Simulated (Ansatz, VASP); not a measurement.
# Two plane-wave programs on Pd

Contents of INCAR:

```
  ALGO = Normal
  EDIFF = 1E-6
  ENCUT = 500
  GGA = PE
  GGA_COMPAT = False
  ISIF = 2
  ISMEAR = 0
  LASPH = True
  LCHARG = False
  LREAL = False
  LWAVE = False
  NBANDS = 11
  NELM = 120
  PREC = Accurate
  SIGMA = 0.15
```

The input KPOINTS:

```
k-points
0
Gamma
  8 8 8
```

File POSCAR:

```
Pd
1.0
    0.0000000000      2.1637012500      1.9449000000
    2.1637012500      0.0000000000      1.9449000000
    2.1637012500      2.1637012500      0.0000000000
Pd
1
Direct
    0.0000000000      0.0000000000      0.0000000000
```

Input for Ansatz:

```yaml
crystal:
  lattice:
    - [0.0, 2.16370125, 1.9449]
    - [2.16370125, 0.0, 1.9449]
    - [2.16370125, 2.16370125, 0.0]
  atoms:
    - { symbol: Pd, position: [0.0, 0.0, 0.0] }
basis:
  ecutwfc: 420
kpoints:
  mp_grid: { grid: [8, 8, 8] }
hamiltonian:
  xc: pbe
scf:
  occupations: { method: gaussian, width: 0.15 }
output:
  forces: true
  stress: true
  eigenvalues: true
```

Change from the starting cell: strain +0.1125 x Voigt [1, 1, 0, 0, 0, 0], atoms carried along.

Alike in both runs: task single point; functional PBE; k mesh 8 × 8 × 8; occupations gaussian, width 0.15 eV; no spin polarisation.

```csv
,VASP,Ansatz
version,VASP 6.6.1,Ansatz 0.2.0
potentials or method,"VASP PAW PBE potentials, release 64 (Pd), cutoff 500 eV","scalar-relativistic, plane waves, PAW"
valence electrons in the cell,10,18
```

|  | VASP | Ansatz | Ansatz less VASP |
| --- | --- | --- | --- |
| gap on the k mesh at the Fermi level (eV) | none | none | - |
| pressure (GPa) | -17.4 | -17.3 | +0.06 |
| traceless stress, the component that is largest in VASP (GPa) | 1.11 | 1.10 | -0.007 |

A gap of «none» marks a metal or a gap that the smearing closes. The functional is the same, so the differences come from potentials, cutoffs and numerics. VASP's potentials hold 10 valence electrons a cell and Ansatz's 18, so a difference there can come from the potentials and not from the codes.
